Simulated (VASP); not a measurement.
# Mg12F in VASP: a series of runs

Mg12F is run at these levels: PBEsol; tasks: single point.

Program: VASP 6.6.1. These are calculated values, not measurements. Logs are shortened: lines on timing, memory, paths and dates and some standing lists are left out, and cuts for length are marked.

### Step 1. The cell of the first run

The cell holds a slab with vacuum, 13 atoms: a = 6.420 Å, b = 6.420 Å, c = 18.213 Å, α = 90.00°, β = 90.00°, γ = 60.00°.

### Step 2. Single point, PBEsol

Contents of INCAR:

```
PREC = Accurate
ENCUT = 520
EDIFF = 1E-7
ISMEAR = 0
SIGMA = 0.1
LREAL = False
LASPH = True
NELM = 60
ALGO = Normal
ISIF = 2
LWAVE = False
LCHARG = True
GGA = PS
LELF = True
LVHAR = True
NBANDS = 28
```

Contents of KPOINTS:

```
regular mesh
0
Gamma
  4 4 1
```

Contents of POSCAR:

```
Mg12F
1.0
    6.4200000000      0.0000000000      0.0000000000
    3.2100000000      5.5598830000      0.0000000000
    0.0000000000      0.0000000000     18.2130400000
Mg F
12 1
Direct
    0.0000000000      0.0000000000      0.0549057159
    0.5000000000      0.0000000000      0.0549057159
   -0.0000000450      0.5000000899      0.0549057159
    0.4999999550      0.5000000899      0.0549057159
   -0.1668366803      0.3338138590      0.1948280463
    0.3334648813      0.3333010785      0.1927264751
   -0.1667883108      0.8331121356      0.1948332623
    0.3342810357      0.8328802962      0.1948182182
    0.0002513736     -0.0000856133      0.3306954797
    0.5033165130     -0.0064828702      0.3385823015
   -0.0067224826      0.5033730026      0.3384504728
    0.5032744000      0.5031521347      0.3386078326
    1.3331778084      0.3332883084      0.3821318133
```

Potentials or basis: VASP PAW PBE potentials, release 64 (Mg, F).

Command:

```
$ cat potpaw_PBE.64/Mg/POTCAR potpaw_PBE.64/F/POTCAR > POTCAR
$ mpirun -np 1 vasp_std > vasp.out
```

OUTCAR:

```text
PREC = Accurate
   ENCUT = 520
   EDIFF = 1E-7
   ISMEAR = 0
   LREAL = False
   LASPH = True
   NELM = 60
   ISIF = 2
   GGA = PS

 ion  position               nearest neighbor table
   1  0.000  0.000  0.055-   7 3.15   5 3.15   8 3.15   4 3.21   3 3.21   2 3.21   2 3.21   3 3.21
                             4 3.21
   2  0.500  0.000  0.055-   6 3.12   8 3.15   7 3.15   3 3.21   4 3.21   1 3.21   1 3.21   4 3.21
                             3 3.21
   3  1.000  0.500  0.055-   6 3.12   5 3.15   7 3.15   2 3.21   1 3.21   4 3.21   4 3.21   1 3.21
                             2 3.21
   4  0.500  0.500  0.055-   6 3.12   8 3.15   5 3.15   1 3.21   2 3.21   3 3.21   3 3.21   2 3.21
                             1 3.21
   5  0.833  0.334  0.195-   9 3.09   3 3.15   4 3.15   1 3.15  11 3.19  12 3.20   8 3.20   7 3.21
                             6 3.21   6 3.21   7 3.21   8 3.22
   6  0.333  0.333  0.193-   4 3.12   2 3.12   3 3.12   5 3.21   7 3.21   8 3.21   8 3.21   7 3.21
                             5 3.21  11 3.26  12 3.26  10 3.26
   7  0.833  0.833  0.195-   9 3.09   3 3.15   2 3.15   1 3.15  11 3.19  10 3.20   8 3.20   5 3.21
                             6 3.21   6 3.21   5 3.21   8 3.22
   8  0.334  0.833  0.195-   9 3.09   2 3.15   4 3.15   1 3.15  10 3.20  12 3.20   5 3.20   7 3.20
                             6 3.21   6 3.21   7 3.22   5 3.22
   9  0.000  1.000  0.331-   7 3.09   5 3.09   8 3.09  10 3.21  12 3.21  11 3.21  11 3.21  12 3.21
                            10 3.21
  10  0.503  0.994  0.339-  13 2.05  11 3.15  12 3.15   8 3.20   7 3.20   9 3.21   9 3.21   6 3.26
                            12 3.27  11 3.27
  11  0.993  0.503  0.338-  13 2.05  10 3.15  12 3.15   5 3.19   7 3.19   9 3.21   9 3.21   6 3.26
                            12 3.27  10 3.27
  12  0.503  0.503  0.339-  13 2.05  11 3.15  10 3.15   8 3.20   5 3.20   9 3.21   9 3.21   6 3.26
                            10 3.27  11 3.27
  13  0.333  0.333  0.382-  10 2.05  12 2.05  11 2.05

  LATTYP: Found a hexagonal cell.
 ALAT       =     6.4199999201
 C/A-ratio  =     2.8369221537

  Lattice vectors:

 A1 = (  -3.2100000000,  -5.5598830000,   0.0000000000)
 A2 = (   6.4200000000,   0.0000000000,   0.0000000000)
 A3 = (   0.0000000000,   0.0000000000,  18.2130400000)

Analysis of symmetry for initial positions (statically):
=====================================================================
 Subroutine PRICEL returns:
 Original cell was already a primitive cell.

 Routine SETGRP: Setting up the symmetry group for a
 hexagonal supercell.

 Subroutine GETGRP returns: Found  1 space group operations
 (whereof  1 operations were pure point group operations)
[... 138 lines left out ...]
   ISMEAR =     0;   SIGMA  =   0.10  broadening in eV -4-tet -1-fermi 0-gaus
   EFERMI_NEDOS =   21; number of points for ismear=-14 and -15
   IALGO  =     38    algorithm
   IMIX   =      4    mixing-type and parameters
     AMIX     =   0.40;   BMIX     =  1.00
     AMIX_MAG =   1.60;   BMIX_MAG =  1.00
  volume/ion in A,a.u.               =      50.01       337.47
  Fermi-wavevector in a.u.,A,eV,Ry     =   0.593655  1.121846  4.795055  0.352427
  Thomas-Fermi vector in A             =   1.642938
   LORBIT       =      0    0 simple, 1 ext, 2 COOP (PROOUT), +10 PAW based schemes
   GGA     = PS    functional components
   LHFCALC =     F    Hartree Fock is set to
   AEXX    =    0.0000 exact exchange contribution
   IVDW    =     0    specifies the selected vdW correction
   LEPSILON=     F    determine dielectric tensor
   LRPA    =     F    only Hartree local field effects (RPA)
 non-spin polarized calculation
 Gauss-broadening in eV      SIGMA  =   0.10
  energy-cutoff  :      520.00
  volume of cell :      650.10
 maximum number of plane-waves:     17580
   NGX = 23   NGY = 23   NGZ = 67

 number of electron      31.0000007 magnetization

 Free energy of the ion-electron system (eV)
  ---------------------------------------------------
  ext. energy  EPLUGINS =         0.00000000
  ---------------------------------------------------
  free energy    TOTEN  =       -24.66796161 eV

  energy without entropy =      -24.63290387  energy(sigma->0) =      -24.65043274

 E-fermi :  -0.8034     XC(G=0):  -4.5955

 val. band max:       -1.1043434299   @ k =   0.0000   0.0000   0.0000
 cond. band min:      -0.7538330578   @ k =   0.2500   0.2500   0.0000
 fundamental gap:      0.3505103721
 Fermi energy:        -0.8034275211

 k-point     1 :       0.0000    0.0000    0.0000
  band No.  band energies     occupation
      1     -26.2826      2.00000
      2      -8.3895      2.00000
      3      -8.3887      2.00000
      4      -7.9534      2.00000
      5      -7.1030      2.00000
      6      -5.7754      2.00000
[... 289 lines left out ...]
     26       2.2388      0.00000
     27       2.4255      0.00000
 [bands above 27 left out]

------------------------ aborting loop because EDIFF is reached ----------------------------------------

  FORCE on cell =-STRESS in cart. coord.  units (eV):
  Direction    XX          YY          ZZ          XY          YZ          ZX
  --------------------------------------------------------------------------------------
  -------------------------------------------------------------------------------------
  Total       -4.1361260     -4.1310013     -0.0948848      0.0062446      0.0017488      0.0009280
  in kB      -10.1934504    -10.1808207     -0.2338430      0.0153898      0.0043099      0.0022871
  external PRESSURE =      -6.8693714 kB  Pullay stress =       0.0000000 kB

 VOLUME and BASIS-vectors are now :
 -----------------------------------------------------------------------------
  energy-cutoff  :      520.00
  volume of cell :      650.10
      direct lattice vectors                 reciprocal lattice vectors
     6.420000000  0.000000000  0.000000000     0.155763240 -0.089929950  0.000000000
     3.210000000  5.559883000  0.000000000     0.000000000  0.179859900  0.000000000
     0.000000000  0.000000000 18.213040000     0.000000000  0.000000000  0.054905716

 POSITION                                       TOTAL-FORCE (eV/Angst)
 -----------------------------------------------------------------------------------
      0.00000      0.00000      1.00000         0.000706     -0.000255      0.084296
      3.21000      0.00000      1.00000         0.000570     -0.028236     -0.026514
      8.02500      2.77994      1.00000        -0.024289      0.014190     -0.025967
      4.81500      2.77994      1.00000         0.024719      0.013780     -0.026679
      6.42045      1.85597      3.54841         0.000557     -0.001399      0.001935
      3.21074      1.85312      3.51014        -0.000663      0.000145     -0.001190
      8.02351      4.63201      3.54851         0.000499     -0.000199      0.001414
      4.81963      4.63072      3.54823        -0.003914      0.002416      0.003499
      3.21134      5.55941      6.02297        -0.002416      0.000596      0.000197
      6.42048      5.52384      6.16661        -0.000518     -0.007930     -0.004435
      7.99267      2.79869      6.16421        -0.001699      0.000865      0.000255
      4.84614      2.79747      6.16708         0.005846      0.003832     -0.004567
      3.20886      1.85304      6.95978         0.000601      0.002194     -0.002245
 -----------------------------------------------------------------------------------
    total drift:                                0.000103      0.000022      0.000276

  FREE ENERGIE OF THE ION-ELECTRON SYSTEM (eV)
  ---------------------------------------------------
  free  energy   TOTEN  =       -24.6679616130 eV

  energy  without entropy=      -24.6329038717  energy(sigma->0) =      -24.65043274
```

It took 6.7 min on 1 thread of Oxide Virtual Turin-like, shared host; peak memory 0.68 GiB.

Results:

* Free energy: -24.6680 eV
* Largest force: 0.084 eV/Å
* Band gap on the k mesh: zero (an odd number of electrons rules out a gap without spin polarisation)

Forces in eV/Å, atoms in the order of the input:
```
Mg   0.001  0.000  0.084
Mg   0.001 -0.028 -0.027
Mg  -0.024  0.014 -0.026
Mg   0.025  0.014 -0.027
Mg   0.001 -0.001  0.002
Mg  -0.001  0.000 -0.001
Mg   0.000  0.000  0.001
Mg  -0.004  0.002  0.003
Mg  -0.002  0.001  0.000
Mg  -0.001 -0.008 -0.004
Mg  -0.002  0.001  0.000
Mg   0.006  0.004 -0.005
F    0.001  0.002 -0.002
```

Caveat: there is no dipole correction, which matters where the two faces differ; the PAW data sets were made with another functional, which shifts forces and pressure a little.

### Step 3. Single point, PBEsol

Contents of INCAR:

```
SYSTEM = Mg12F
  PREC = Accurate
  ENCUT = 520
  EDIFF = 1E-6
  ISMEAR = 0
  SIGMA = 0.1
  LREAL = .False.
  LASPH = .True.
  NELM = 100
  ALGO = Normal
  ISIF = 2
  LWAVE = .False.
  LCHARG = .False.
  GGA = PS
  NBANDS = 28
```

Contents of KPOINTS:

```
Automatic mesh
0
Gamma
  4 4 1
  0 0 0
```

Contents of POSCAR:

```
Mg12F
1.0
    6.4200000000      0.0000000000      0.0000000000
    3.2100000000      5.5598830000      0.0000000000
    0.0000000000      0.0000000000     18.2130400000
Mg F
12 1
Direct
    0.0000000000      0.0000000000      0.0549057159
    0.5000000000      0.0000000000      0.0549057159
   -0.0000000450      0.5000000899      0.0549057159
    0.4999999550      0.5000000899      0.0549057159
   -0.1657190093      0.3328803862      0.1948182182
    0.3332116442      0.3331122256      0.1948332623
   -0.1665351636      0.8333011684      0.1927264751
    0.3331632747      0.8338139490      0.1948280463
    0.0032744449      0.0031520447      0.3386078326
    0.4932775623      0.0033729127      0.3384504728
    0.0033165580      0.4935170398      0.3385823015
    0.5002514186      0.4999142968      0.3306954797
    0.8331777634      0.8332883983      0.3821318133
```

Potentials or basis: VASP PAW PBE potentials, release 64 (Mg, F).

Command:

```
$ cat potpaw_PBE.64/Mg/POTCAR potpaw_PBE.64/F/POTCAR > POTCAR
$ mpirun -np 1 vasp_std > vasp.out
```

OUTCAR:

```text
SYSTEM = Mg12F
   PREC = Accurate
   ENCUT = 520
   EDIFF = 1E-6
   ISMEAR = 0
   LREAL = .False.
   LASPH = .True.
   NELM = 100
   ISIF = 2
   GGA = PS

 ion  position               nearest neighbor table
   1  0.000  0.000  0.055-   7 3.12   5 3.15   8 3.15   4 3.21   3 3.21   2 3.21   2 3.21   3 3.21
                             4 3.21
   2  0.500  0.000  0.055-   7 3.12   8 3.15   6 3.15   3 3.21   4 3.21   1 3.21   1 3.21   4 3.21
                             3 3.21
   3  1.000  0.500  0.055-   7 3.12   5 3.15   6 3.15   2 3.21   1 3.21   4 3.21   4 3.21   1 3.21
                             2 3.21
[... 531 lines left out ...]
  energy-cutoff  :      520.00
  volume of cell :      650.10
      direct lattice vectors                 reciprocal lattice vectors
     6.420000000  0.000000000  0.000000000     0.155763240 -0.089929950  0.000000000
     3.210000000  5.559883000  0.000000000     0.000000000  0.179859900  0.000000000
     0.000000000  0.000000000 18.213040000     0.000000000  0.000000000  0.054905716

 POSITION                                       TOTAL-FORCE (eV/Angst)
 -----------------------------------------------------------------------------------
      0.00000      0.00000      1.00000         0.024722      0.013784     -0.026686
      3.21000      0.00000      1.00000        -0.024292      0.014193     -0.025975
      8.02500      2.77994      1.00000         0.000570     -0.028241     -0.026521
      4.81500      2.77994      1.00000         0.000706     -0.000257      0.084288
      6.42463      1.85078      3.54823        -0.003914      0.002416      0.003492
      3.20851      1.85207      3.54851         0.000500     -0.000199      0.001407
      8.02574      4.63306      3.51014        -0.000663      0.000145     -0.001190
      4.81545      4.63591      3.54841         0.000557     -0.001400      0.001929
      0.03114      0.01752      6.16708         0.005850      0.003835     -0.004574
      3.17767      0.01875      6.16421        -0.001703      0.000868      0.000248
      1.60548      2.74390      6.16661        -0.000518     -0.007932     -0.004441
      4.81634      2.77947      6.02297        -0.002416      0.000597      0.000194
      8.02386      4.63299      6.95978         0.000600      0.002191     -0.002173
 -----------------------------------------------------------------------------------
    total drift:                                0.000102      0.000022      0.000346

  FREE ENERGIE OF THE ION-ELECTRON SYSTEM (eV)
  ---------------------------------------------------
  free  energy   TOTEN  =       -24.6679615049 eV

  energy  without entropy=      -24.6329037968  energy(sigma->0) =      -24.65043265
```

stdout:

```text
POSCAR found type information on POSCAR MgF
 POSCAR found :  2 types and      13 ions
 scaLAPACK will be used
 -----------------------------------------------------------------------------
|                                                                             |
|                                                                             |
|     You enforced a specific xc type in the INCAR file but a different       |
|     I HOPE YOU KNOW WHAT YOU ARE DOING!                                     |
|                                                                             |
 -----------------------------------------------------------------------------

 LDA part: xc-table for (Slater+PW92), standard interpolation
 POSCAR, INCAR and KPOINTS ok, starting setup
 FFT: planning ... GRIDC
 FFT: planning ... GRID_SOFT
 FFT: planning ... GRID
 WAVECAR not read
 entering main loop
```

Wall time 5.3 min (1 thread of Oxide Virtual Turin-like, shared host); peak memory 0.66 GiB.

What came out:

```
Free energy            : -24.6680 eV
Largest force          : 0.084 eV/Å
Band gap on the k mesh : zero (an odd number of electrons rules out a gap without spin polarisation)
```

Forces in eV/Å, atoms in the order of the input:
```
Mg   0.025  0.014 -0.027
Mg  -0.024  0.014 -0.026
Mg   0.001 -0.028 -0.027
Mg   0.001  0.000  0.084
Mg  -0.004  0.002  0.003
Mg   0.001  0.000  0.001
Mg  -0.001  0.000 -0.001
Mg   0.001 -0.001  0.002
Mg   0.006  0.004 -0.005
Mg  -0.002  0.001  0.000
Mg  -0.001 -0.008 -0.004
Mg  -0.002  0.001  0.000
F    0.001  0.002 -0.002
```

Caveat: there is no dipole correction, which matters where the two faces differ; the PAW data sets were made with another functional, which shifts forces and pressure a little.

The gap in the log of VASP goes by the Fermi energy; the results here count the filled bands.